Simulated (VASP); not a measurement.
The system is NaI.

```
CELL_PARAMETERS angstrom
0.00000 3.25783 3.25783
3.25783 0.00000 3.25783
3.25783 3.25783 0.00000
ATOMIC_POSITIONS crystal
I 0.50000 0.50000 0.50000
Na 0.00000 0.00000 0.00000
```

Base run:

| Property | Result |
| --- | --- |
| Program | VASP 6.6.1 |
| Functional | PBE |
| Potentials or basis | VASP PAW PBE potentials, release 64 (I, Na_pv) |
| Cutoff | 520 eV |
| k mesh | 7 × 7 × 7 |
| Occupations | fermi-dirac, width 0.05 eV |
| Spin | no spin polarisation |

Its results: band gap on the k mesh 3.59 eV, direct; pressure 0.1 GPa.

The run is repeated on the same cell with these changes: functional from PBE to r2SCAN. What comes out?

Band gap on the k mesh 4.38 eV, direct; pressure -0.5 GPa.

r2SCAN gives the wider gap, since meta-GGAs in the generalised Kohn-Sham scheme recover part of the derivative discontinuity.

Caveats: spin-orbit coupling is left out, which moves the levels of the heavy elements; the PAW data sets were made with another functional, which shifts forces and pressure a little (some runs).

